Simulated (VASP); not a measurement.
Crystal: Au.

```
Au
1.0
     2.66634    0.00000    0.00000
     0.00000    2.66634    0.00000
     0.00000    0.00000    2.66634
Au
1
Direct
  0.50000 0.50000 0.50000
```

Base run:

```yaml
Program: VASP 6.6.1
Functional: LDA
Potentials_or_basis: VASP PAW LDA potentials, release 64 (Au_sv_GW)
Cutoff: 500 eV
k_mesh: 10 × 10 × 10
Occupations: fermi-dirac, width 0.05 eV
Spin: no spin polarisation
```

Its results: pressure -0.8 GPa.

The run is repeated on the same cell with these changes: potentials or basis from VASP PAW LDA potentials, release 64 (Au_sv_GW) to VASP PAW LDA potentials, release 64 (Au); cutoff from 500 eV to 520 eV; further incar settings from ALGO = Normal; EDIFF = 1e-06; NBANDS = 16 to ALGO = Fast; EDIFF = 1e-07; NBANDS = 12; valence electrons from 19 to 11. What comes out?

Pressure 0.5 GPa.
